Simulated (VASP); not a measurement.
Runs of VASP 6.6.1 on In4Sb3As. The structure is that of space group P-4m2 (No. 115), or close to it. The cells are those of the table. 

```tsv
task	cell	k mesh	cutoff (eV)	gap on the mesh (eV)	pressure (GPa)	largest force (eV/Å)
single point	a = 4.641, b = 4.641, c = 12.893 Å, 8 atoms	4 × 4 × 2	520	-	0.1	-
single point	a = 4.617, b = 4.617, c = 13.030 Å, 8 atoms	8 × 8 × 4	520	none	(b)	0.01
single point	a = 4.244, b = 4.244, c = 12.003 Å, 8 atoms	4 × 4 × 2	520	(a)	18.5	1.61
relaxation of cell and atoms	relaxed from a = 4.244, b = 4.244, c = 12.003 Å, 8 atoms	4 × 4 × 2	600	-	-0.1	0.01
```

Alike in all rows: level PBE; potentials or basis VASP PAW PBE potentials, release 64 (In_d, Sb, As); no spin polarisation; smearing gaussian 0.1 eV.

Task: Fill in the values left out.

Result: (a) 0.68; (b) 0.0.

Caveats: some runs use coarse meshes; spin-orbit coupling is left out, which moves the levels of the heavy elements; forces of over 1 eV/Å act on the atoms, so gaps and moduli don't describe the material at rest (some runs).

A k mesh can miss the band edges, and the runs leave out spin-orbit coupling on As, In, Sb.

A gap of «none» marks levels without a gap at the run's occupations.
